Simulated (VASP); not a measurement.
# Ba (Pm-3n) in VASP: single point with revPBE

Aim: the single point of Ba with revPBE.

Program: VASP 6.6.1. These are calculated values, not measurements. Logs are shortened: lines on timing, memory, paths and dates and some standing lists are left out, and cuts for length are marked.

**1. The cell of the first run**

Symmetry: Pm-3n, No. 223, cubic system. The conventional cell has a = 8.179 Å, b = 8.179 Å, c = 8.179 Å, α = 90.00°, β = 90.00°, γ = 90.00°. Ba (site symmetry -4m2) has 14 Ba at 4.09 to 5.01 Å within 5.4 Å.

**2. Single point, revPBE**

Contents of INCAR:

```
SYSTEM = Ba
PREC     = Accurate       ! precision mode
ENCUT    = 520            ! plane-wave cutoff, eV
EDIFF    = 1E-7           ! SCF threshold, eV
ISMEAR   = -1             ! smearing method
SIGMA    = 0.1            ! smearing width, eV
LREAL    = .False.        ! projectors in reciprocal space
LASPH    = .True.         ! aspherical terms in the spheres
NELM     = 60             ! most SCF steps
ALGO     = Normal         ! electronic algorithm
ISIF     = 2              ! what is computed and relaxed
LWAVE    = .False.        ! write WAVECAR
LCHARG   = .True.         ! write CHGCAR
GGA      = RE             ! functional
LELF     = .True.         ! ELF
LVHAR    = .True.       
NBANDS   = 50             ! bands
```

Contents of KPOINTS:

```
regular mesh
0
Gamma
  4 4 4
  0 0 0
```

Contents of POSCAR:

```
Ba
1.0
    8.1794655024      0.0000000000      0.0000000000
    0.0000000000      8.1794655024      0.0000000000
    0.0000000000      0.0000000000      8.1794655024
Ba
8
Direct
    1.0000000000      0.0000000000      0.0000000000
    0.5000000000      0.5000000000      0.5000000000
    0.2500000000      0.0000000000      0.5000000000
    0.7500000000      1.0000000000      0.5000000000
    0.5000000000      0.2500000000      1.0000000000
    0.5000000000      0.7500000000      1.0000000000
    0.0000000000      0.5000000000      0.2500000000
    0.0000000000      0.5000000000      0.7500000000
```

Potentials or basis: VASP PAW PBE potentials, release 64 (Ba_sv).

Launch:

```sh
$ cat potpaw_PBE.64/Ba_sv/POTCAR > POTCAR
$ mpirun -np 1 vasp_std > vasp.out
```

OUTCAR:

```text
SYSTEM = Ba
   PREC = Accurate
   ENCUT = 520
   EDIFF = 1E-7
   ISMEAR = -1
   LREAL = .False.
   LASPH = .True.
   NELM = 60
   ISIF = 2
   GGA = RE

 ion  position               nearest neighbor table
   1  0.000  0.000  0.000-   3 4.57   4 4.57   5 4.57   6 4.57   7 4.57   8 4.57   3 4.57   4 4.57
                             7 4.57   8 4.57   5 4.57   6 4.57
   2  0.500  0.500  0.500-   3 4.57   4 4.57   5 4.57   6 4.57   7 4.57   8 4.57   5 4.57   6 4.57
                             3 4.57   4 4.57   7 4.57   8 4.57
   3  0.250  0.000  0.500-   4 4.09   4 4.09   1 4.57   1 4.57   2 4.57   2 4.57
   4  0.750  0.000  0.500-   3 4.09   3 4.09   1 4.57   1 4.57   2 4.57   2 4.57
   5  0.500  0.250  0.000-   6 4.09   6 4.09   1 4.57   2 4.57   2 4.57   1 4.57
   6  0.500  0.750  0.000-   5 4.09   5 4.09   1 4.57   2 4.57   2 4.57   1 4.57
   7  0.000  0.500  0.250-   8 4.09   8 4.09   1 4.57   2 4.57   1 4.57   2 4.57
   8  0.000  0.500  0.750-   7 4.09   7 4.09   1 4.57   2 4.57   1 4.57   2 4.57

  LATTYP: Found a simple cubic cell.
 ALAT       =     8.1794655024

  Lattice vectors:

 A1 = (   8.1794655024,   0.0000000000,   0.0000000000)
 A2 = (   0.0000000000,   8.1794655024,   0.0000000000)
 A3 = (   0.0000000000,   0.0000000000,   8.1794655024)

Analysis of symmetry for initial positions (statically):
=====================================================================
 Subroutine PRICEL returns:
 Original cell was already a primitive cell.

 Routine SETGRP: Setting up the symmetry group for a
 simple cubic supercell.

 Subroutine GETGRP returns: Found 48 space group operations
 (whereof 24 operations were pure point group operations)
 out of a pool of 48 trial point group operations.

The static configuration has the point symmetry T_h .
 The point group associated with its full space group is O_h .

Analysis of symmetry for dynamics (positions and initial velocities):
=====================================================================
 Subroutine PRICEL returns:
 Original cell was already a primitive cell.

 Routine SETGRP: Setting up the symmetry group for a
 simple cubic supercell.

 Subroutine GETGRP returns: Found 48 space group operations
 (whereof 24 operations were pure point group operations)
 out of a pool of 48 trial point group operations.

The dynamic configuration has the point symmetry T_h .
 The point group associated with its full space group is O_h .

 Subroutine INISYM returns: Found 48 space group operations
 (whereof 24 operations are pure point group operations),
 and found     1 'primitive' translations

----------------------------------------------------------------------------------------

                                     Primitive cell

  volume of cell :     547.2361

  direct lattice vectors                    reciprocal lattice vectors
     8.179465502  0.000000000  0.000000000     0.122257377  0.000000000  0.000000000
     0.000000000  8.179465502  0.000000000     0.000000000  0.122257377  0.000000000
     0.000000000  0.000000000  8.179465502     0.000000000  0.000000000  0.122257377

  length of vectors
     8.179465502  8.179465502  8.179465502     0.122257377  0.122257377  0.122257377

  position of ions in fractional coordinates (direct lattice)
     0.000000000  0.000000000  0.000000000
     0.500000000  0.500000000  0.500000000
     0.250000000  0.000000000  0.500000000
     0.750000000  0.000000000  0.500000000
     0.500000000  0.250000000  0.000000000
     0.500000000  0.750000000  0.000000000
     0.000000000  0.500000000  0.250000000
     0.000000000  0.500000000  0.750000000

  ion indices of the primitive-cell ions
   primitive index   ion index
                 1           1
                 2           2
                 3           3
                 4           4
                 5           5
                 6           6
                 7           7
                 8           8

----------------------------------------------------------------------------------------

 KPOINTS: regular mesh

Automatic generation of k-mesh.
 Grid dimensions read from file:
 generate k-points for:    4    4    4

 Generating k-lattice:

  Cartesian coordinates                     Fractional coordinates (reciprocal lattice)
     0.030564344  0.000000000  0.000000000     0.250000000  0.000000000  0.000000000
     0.000000000  0.030564344  0.000000000     0.000000000  0.250000000  0.000000000
     0.000000000  0.000000000  0.030564344     0.000000000  0.000000000  0.250000000

  Length of vectors
     0.030564344  0.030564344  0.030564344

  Shift w.r.t. Gamma in fractional coordinates (k-lattice)
     0.000000000  0.000000000  0.000000000

 Subroutine IBZKPT returns following result:
 ===========================================

 Found     10 irreducible k-points:

 Following reciprocal coordinates:
            Coordinates               Weight
  0.000000  0.000000  0.000000      1.000000
  0.250000  0.000000  0.000000      6.000000
  0.500000  0.000000  0.000000      3.000000
  0.250000  0.250000  0.000000     12.000000
  0.500000  0.250000  0.000000     12.000000
  0.500000  0.500000  0.000000      3.000000
  0.250000  0.250000  0.250000      8.000000
  0.500000  0.250000  0.250000     12.000000
  0.500000  0.500000  0.250000      6.000000
  0.500000  0.500000  0.500000      1.000000
   k-points           NKPTS =     10   k-points in BZ     NKDIM =     10   number of bands    NBANDS=     50
   number of dos      NEDOS =    301   number of ions     NIONS =      8
   total plane-waves  NPLWV = 262144
   dimension x,y,z NGX =    64 NGY =   64 NGZ =   64
   dimension x,y,z NGXF=   128 NGYF=  128 NGZF=  128
   ions per type =               8
   NGX,Y,Z   is equivalent  to a cutoff of  13.01, 13.01, 13.01 a.u.
   NGXF,Y,Z  is equivalent  to a cutoff of  26.02, 26.02, 26.02 a.u.
 SYSTEM =  Ba
   PREC   = accura    normal or accurate (medium, high low for compatibility)
   ISTART =      0    job   : 0-new  1-cont  2-samecut
   ICHARG =      2    charge: 1-file 2-atom 10-const
   ISPIN  =      1    spin polarized calculation?
   LNONCOLLINEAR =      F non collinear calculations
   LSORBIT =      F    spin-orbit coupling
   LASPH  =      T    aspherical Exc in radial PAW
   ENCUT  =  520.0 eV  38.22 Ry    6.18 a.u.  15.21 15.21 15.21*2*pi/ulx,y,z
   NELM   =     60;   NELMIN=  2; NELMDL= -5     # of ELM steps
   EDIFF  = 0.1E-06   stopping-criterion for ELM
   LREAL  =      F    real-space projection
   EDIFFG = 0.1E-05   stopping-criterion for IOM
   NSW    =      0    number of steps for IOM
   IBRION =     -1    ionic relax: 0-MD 1-quasi-New 2-CG
   NFREE  =      0    steps in history (QN), initial steepest desc. (CG)
   ISIF   =      2    stress and relaxation
   ISYM   =      2    0-nonsym 1-usesym 2-fastsym
   POTIM  = 0.5000    time-step for ionic-motion
   TEBEG  =    0.0;   TEEND  =   0.0 temperature during run
   PSTRESS=    0.0 pullay stress
   NELECT =      80.0000    total number of electrons
   NUPDOWN=      -1.0000    fix difference up-down
   EMIN   =  10.00;   EMAX   =-10.00  energy-range for DOS
   EFERMI =   0.00;   METHOD = LEGACY
   ISMEAR =    -1;   SIGMA  =   0.10  broadening in eV -4-tet -1-fermi 0-gaus
   EFERMI_NEDOS =   21; number of points for ismear=-14 and -15
   IALGO  =     38    algorithm
   IMIX   =      4    mixing-type and parameters
     AMIX     =   0.40;   BMIX     =  1.00
     AMIX_MAG =   1.60;   BMIX_MAG =  1.00
  volume/ion in A,a.u.               =      68.40       461.62
  Fermi-wavevector in a.u.,A,eV,Ry     =   0.862409  1.629717 10.119321  0.743749
  Thomas-Fermi vector in A             =   1.980207
   LORBIT       =      0    0 simple, 1 ext, 2 COOP (PROOUT), +10 PAW based schemes
   GGA     = RE    functional components
   LHFCALC =     F    Hartree Fock is set to
   AEXX    =    0.0000 exact exchange contribution
   IVDW    =     0    specifies the selected vdW correction
   LEPSILON=     F    determine dielectric tensor
   LRPA    =     F    only Hartree local field effects (RPA)
 non-spin polarized calculation
  energy-cutoff  :      520.00
  volume of cell :      547.24
 maximum number of plane-waves:     14832
 NGX is ok and might be reduce to    64
   NGX = 31   NGY = 31   NGZ = 31

 number of electron      79.9999993 magnetization

 Free energy of the ion-electron system (eV)
  ---------------------------------------------------
  ext. energy  EPLUGINS =         0.00000000
  ---------------------------------------------------
  free energy    TOTEN  =       -13.53628816 eV

  energy without entropy =      -13.15336290  energy(sigma->0) =      -13.34482553

 E-fermi :   1.5775     XC(G=0):  -7.0646

 val. band max:        1.5641997046   @ k =   0.2500   0.0000   0.0000
 cond. band min:       1.5826379631   @ k =   0.2500   0.0000   0.0000
 fundamental gap:      0.0184382585
 Fermi energy:         1.5774977898

 k-point     1 :       0.0000    0.0000    0.0000
  band No.  band energies     occupation
      1     -27.6262      2.00000
      2     -27.6211      2.00000
      3     -27.5671      2.00000
      4     -27.5641      2.00000
      5     -27.5641      2.00000
      6     -27.5279      2.00000
[... 42 lines left out ...]
     49       1.9648      0.04073
     50       2.2203      0.00323

 k-point     2 :       0.2500    0.0000    0.0000
  band No.  band energies     occupation
      1     -27.6249      2.00000
      2     -27.6213      2.00000
      3     -27.5667      2.00000
      4     -27.5649      2.00000
      5     -27.5594      2.00000
      6     -27.5334      2.00000
[... 42 lines left out ...]
     49       2.0734      0.01395
     50       2.1069      0.01000

 k-point     3 :       0.5000    0.0000    0.0000
  band No.  band energies     occupation
      1     -27.6226      2.00000
      2     -27.6226      2.00000
      3     -27.5662      2.00000
      4     -27.5662      2.00000
      5     -27.5466      2.00000
      6     -27.5466      2.00000
[... 360 lines left out ...]
     49       2.2954      0.00152
     50       2.2954      0.00152

 k-point    10 :       0.5000    0.5000    0.5000
  band No.  band energies     occupation
      1     -27.6211      2.00000
      2     -27.6211      2.00000
      3     -27.5475      2.00000
      4     -27.5475      2.00000
      5     -27.5475      2.00000
      6     -27.5475      2.00000
[... 42 lines left out ...]
     49       2.2633      0.00210
     50       2.2633      0.00210

------------------------ aborting loop because EDIFF is reached ----------------------------------------

  FORCE on cell =-STRESS in cart. coord.  units (eV):
  Direction    XX          YY          ZZ          XY          YZ          ZX
  --------------------------------------------------------------------------------------
  -------------------------------------------------------------------------------------
  Total        0.2420834      0.2420834      0.2420834      0.0000000      0.0000000     -0.0000000
  in kB        0.7087626      0.7087626      0.7087626      0.0000000      0.0000000     -0.0000000
  external PRESSURE =       0.7087626 kB  Pullay stress =       0.0000000 kB

 VOLUME and BASIS-vectors are now :
 -----------------------------------------------------------------------------
  energy-cutoff  :      520.00
  volume of cell :      547.24
      direct lattice vectors                 reciprocal lattice vectors
     8.179465502  0.000000000  0.000000000     0.122257377  0.000000000  0.000000000
     0.000000000  8.179465502  0.000000000     0.000000000  0.122257377  0.000000000
     0.000000000  0.000000000  8.179465502     0.000000000  0.000000000  0.122257377

 POSITION                                       TOTAL-FORCE (eV/Angst)
 -----------------------------------------------------------------------------------
      0.00000      0.00000      0.00000        -0.000000      0.000000      0.000000
      4.08973      4.08973      4.08973        -0.000000      0.000000      0.000000
      2.04487      0.00000      4.08973         0.000000     -0.000000     -0.000000
      6.13460      0.00000      4.08973         0.000000      0.000000     -0.000000
      4.08973      2.04487      0.00000        -0.000000     -0.000000     -0.000000
      4.08973      6.13460      0.00000        -0.000000      0.000000      0.000000
      0.00000      4.08973      2.04487        -0.000000     -0.000000     -0.000000
      0.00000      4.08973      6.13460        -0.000000     -0.000000      0.000000
 -----------------------------------------------------------------------------------
    total drift:                                0.000000     -0.000000      0.000000

  FREE ENERGIE OF THE ION-ELECTRON SYSTEM (eV)
  ---------------------------------------------------
  free  energy   TOTEN  =       -13.5362881646 eV

  energy  without entropy=      -13.1533628996  energy(sigma->0) =      -13.34482553
```

Wall time 24 min (1 thread of Intel Xeon 8259CL, shared host); peak memory 0.67 GiB.

Results:

```
Free energy            : -13.5363 eV
Pressure               : 0.1 GPa
Band gap on the k mesh : zero (bands 40 and 41 overlap by 0.06 eV)
```

Levels at points of the mesh, in eV from the Fermi level:
| k point | band 38 | band 39 | band 40 | band 41 | band 42 | band 43 |
| --- | --- | --- | --- | --- | --- | --- |
| (0.00, 0.00, 0.00) | -0.16 | -0.16 | 0.07 | 0.07 | 0.07 | 0.12 |
| (0.50, 0.00, 0.00) | -0.43 | -0.03 | -0.03 | 0.14 | 0.14 | 0.29 |
| (0.50, 0.50, 0.00) | -0.51 | -0.51 | -0.11 | 0.31 | 0.31 | 0.41 |
| (0.50, 0.50, 0.50) | -0.92 | -0.90 | -0.90 | 0.35 | 0.35 | 0.35 |

Caveat: the PAW data sets were made with another functional, which shifts forces and pressure a little; spin-orbit coupling is left out, which moves the levels of the heavy elements.
